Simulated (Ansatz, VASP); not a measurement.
BaTiO3: VASP beside Ansatz

File INCAR:

```
  ALGO = Normal
  EDIFF = 1E-6
  ENCUT = 520
  GGA = PE
  ISIF = 2
  ISMEAR = 0
  LASPH = True
  LCHARG = False
  LREAL = False
  LWAVE = False
  NBANDS = 28
  NELM = 80
  PREC = Accurate
  SIGMA = 0.05
```

The input KPOINTS:

```
k-points
0
Gamma
  8 8 8
```

The input POSCAR:

```
BaTiO3
1.0
    3.9922886489      0.0000000000      0.0000000000
    0.0000000000      3.9922886489      0.0000000000
    0.0000000000      0.0000000000      3.9922886489
Ba Ti O
1 1 3
Direct
    0.5000000000      0.5000000000      0.5000000000
    0.0000000000      0.0000000000      0.0000000000
    0.5000000000      0.0000000000      0.0000000000
    0.0000000000      0.5000000000      0.0000000000
    0.0000000000      0.0000000000      0.5000000000
```

Input for Ansatz:

```yaml
crystal:
  lattice:
    - [3.9922886489, 0.0, 0.0]
    - [0.0, 3.9922886489, 0.0]
    - [0.0, 0.0, 3.9922886489]
  atoms:
    - { symbol: Ba, position: [0.5, 0.5, 0.5] }
    - { symbol: Ti, position: [0.0, 0.0, 0.0] }
    - { symbol: O, position: [0.5, 0.0, 0.0] }
    - { symbol: O, position: [0.0, 0.5, 0.0] }
    - { symbol: O, position: [0.0, 0.0, 0.5] }
basis:
  ecutwfc: 420
  ecutrho_ratio: 4
kpoints:
  mp_grid: { grid: [8, 8, 8] }
hamiltonian:
  xc: pbe
scf:
  occupations: { method: gaussian, width: 0.05 }
output:
  forces: true
  stress: true
  eigenvalues: true
```

Alike in both runs: task single point; functional PBE; k mesh 8 × 8 × 8; occupations gaussian, width 0.05 eV; no spin polarisation.

|  | VASP | Ansatz |
| --- | --- | --- |
| version | VASP 6.6.1 | Ansatz 0.2.0 |
| potentials or method | VASP PAW PBE potentials, release 64 (Ba_sv, Ti_sv, O), cutoff 520 eV | scalar-relativistic, plane waves, PAW |
| valence electrons in the cell | 40 | 40 |

|  | VASP | Ansatz | Ansatz less VASP |
| --- | --- | --- | --- |
| gap on the k mesh at the Fermi level (eV) | 1.76 | 1.83 | +0.065 |
| least direct gap on the mesh (eV) | 1.90 | 1.93 | +0.025 |
| pressure (GPa) | 5.3 | 3.4 | -1.82 |

With one functional, cell and mesh, what is left measures potentials, basis and numerics.

Spin-orbit coupling is off throughout.
